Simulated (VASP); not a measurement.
Wanted: the native input for a VASP 6.6.1 run.

```
Task                   : single point
Functional             : r2SCAN
Potentials or basis    : VASP PAW PBE potentials, release 64 (C)
Cutoff                 : 520 eV
k mesh                 : 12 × 12 × 12
Occupations            : gaussian, width 0.01 eV
Spin                   : no spin polarisation
Dipole correction      : no
Further INCAR settings : ALGO = Normal; EDIFF = 1e-06; NBANDS = 11
```

Crystal: C.

```xyz
2
Lattice="1.7445 1.7445 0.0000 -1.7445 1.7445 0.0000 0.0000 1.7445 1.7880" Properties=species:S:1:pos:R:3 pbc="T T T"
C     0.0000    1.7445    0.0000
C     0.8723    2.6168    0.8940
```

This cell differs from its parent crystal: in-plane strain -0.02, then relaxed in part.

These files were run (other wordings do the same):

POSCAR

```
C
1.0
    1.7445379806      1.7445379806      0.0000000000
   -1.7445379806      1.7445379806      0.0000000000
    0.0000000000      1.7445379806      1.7879629429
C
2
Direct
    0.5000000000      0.5000000000      0.0000000000
    0.7500000000      0.2500000000      0.5000000000
```

INCAR.step1

```
SYSTEM = C
PREC = Accurate ; ENCUT = 520
ISMEAR = 0 ; SIGMA = 0.01
LREAL = .False. ; LASPH = .True.
NELM = 100 ; NBANDS = 11
GGA = PE ; ALGO = Normal
EDIFF = 1E-4 ; LWAVE = .True.
LCHARG = .False.
```

INCAR.step2

```
SYSTEM = C
PREC = Accurate ; ENCUT = 520
EDIFF = 1E-6 ; ISMEAR = 0
SIGMA = 0.01 ; LREAL = .False.
LASPH = .True. ; NELM = 100
ALGO = Normal ; ISIF = 2
LWAVE = .False. ; LCHARG = .True.
METAGGA = R2SCAN ; LMIXTAU = .True.
LELF = .True. ; LVHAR = .True.
NBANDS = 11 ; ISTART = 1
```

KPOINTS

```
regular mesh
0
Gamma
  12 12 12
  0 0 0
```

Potentials or basis: VASP PAW PBE potentials, release 64 (C).

Command:

```sh
$ cat potpaw_PBE.64/C/POTCAR > POTCAR
$ cp INCAR.step1 INCAR
$ mpirun -np 1 vasp_std > vasp.out
$ cp INCAR.step2 INCAR
$ mpirun -np 1 vasp_std > vasp.out
```

Results of the run:

```yaml
Pressure: 18.6 GPa
Band_gap_on_the_k_mesh: 4.10 eV (least direct gap 5.71 eV)
```

Caveat: the cell differs from its parent crystal (in-plane strain -0.02, then relaxed in part); the cell stands under pressure; the PAW data sets were made with another functional, which shifts forces and pressure a little.

Wall time 70 s on 1 thread of Intel Xeon 8259CL, on a shared host, peak memory 0.13 GiB.
